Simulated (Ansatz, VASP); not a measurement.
## Te2Mo in VASP and in Ansatz

```
CELL_PARAMETERS angstrom
3.49418 0.00000 0.00000
-1.74709 3.02605 0.00000
0.00000 0.00000 13.72552
ATOMIC_POSITIONS crystal
Te 0.33333 0.66667 0.61870
Te 0.66667 0.33333 0.11870
Te 0.66667 0.33333 0.38130
Te 0.33333 0.66667 0.88130
Mo 0.33333 0.66667 0.25000
Mo 0.66667 0.33333 0.75000
```

Change from the starting cell: strain along c alone, the other axes held, atoms relaxed: -2.0 %.

Alike in both runs: functional PBEsol; k mesh 12 × 12 × 2; occupations gaussian, width 0.02 eV; no spin polarisation.

Ansatz relaxed the structure, and its values are those at the end. VASP's run is a single point on that final structure, the one shown.

|  | VASP | Ansatz |
| --- | --- | --- |
| version | VASP 6.6.1 | Ansatz 0.2.0 |
| potentials or method | VASP PAW PBE potentials, release 64 (Te, Mo_sv), cutoff 520 eV | scalar-relativistic, plane waves, PAW |
| valence electrons in the cell | 52 | 92 |

```tsv
	VASP	Ansatz	Ansatz less VASP
gap on the k mesh at the Fermi level (eV)	0.65	0.65	+0.008
least direct gap on the mesh (eV)	1.07	1.07	+0.001
pressure (GPa)	0.6	0.5	-0.12
rms of the force components (eV/Å)	0.013	0.001	-0.0120
```

VASP's potentials were made for PBE, not for PBEsol. The functional is the same, so the differences come from potentials, cutoffs and numerics. VASP's potentials hold 52 valence electrons a cell and Ansatz's 92, so a difference there can come from the potentials and not from the codes. Ansatz's warnings: stress scf threshold loose.

Neither program's run includes spin-orbit coupling.
